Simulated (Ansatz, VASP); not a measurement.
**BiB in VASP and in Ansatz**

The input INCAR:

```
SYSTEM = BiB
  ALGO = Normal
  EDIFF = 1E-6
  ENCUT = 500
  GGA = PS
  GGA_COMPAT = .False.
  ISIF = 2
  ISMEAR = -1
  LASPH = .True.
  LCHARG = .False.
  LREAL = .False.
  LWAVE = .False.
  NBANDS = 16
  NELM = 120
  PREC = Accurate
  SIGMA = 0.02
```

File KPOINTS:

```
k-points
0
Gamma
  6 6 6
  0 0 0
```

The input POSCAR:

```
BiB
1.0
    0.0000000000      2.6268329274      2.6268329274
    2.6268329274      0.0000000000      2.6268329274
    2.6268329274      2.6268329274      0.0000000000
B Bi
1 1
Direct
    0.0000000000      0.0000000000      0.0000000000
    0.5000000000      0.5000000000      0.5000000000
```

Input for Ansatz:

```yaml
crystal:
  lattice:
    - [0.0, 2.6268329274, 2.6268329274]
    - [2.6268329274, 0.0, 2.6268329274]
    - [2.6268329274, 2.6268329274, 0.0]
  atoms:
    - { symbol: B, position: [0.0, 0.0, 0.0] }
    - { symbol: Bi, position: [0.5, 0.5, 0.5] }
kpoints:
  mp_grid: { grid: [6, 6, 6] }
hamiltonian:
  xc: pbesol
scf:
  occupations: { method: fermi_dirac, width: 0.02 }
  n_extra_bands: 4
  mixing: { beta: 0.05 }
  max_iter: 86
output:
  forces: true
  stress: true
  eigenvalues: true
```

Alike in both runs: task single point; functional PBEsol; k mesh 6 × 6 × 6; occupations fermi-dirac, width 0.02 eV; no spin polarisation.

|  | VASP | Ansatz |
| --- | --- | --- |
| version | VASP 6.6.1 | Ansatz 0.2.0 |
| potentials or method | VASP PAW PBE potentials, release 64 (B, Bi_d) | plane waves |
| plane-wave cutoff (eV) | 500 | 420 |
| valence electrons in the cell | 18 | 18 |

```tsv
	VASP	Ansatz	Ansatz less VASP
pressure (GPa)	-2.1	-2.1	+0.02
```

VASP's potentials were made for PBE, not for PBEsol.

Neither program's run includes spin-orbit coupling.
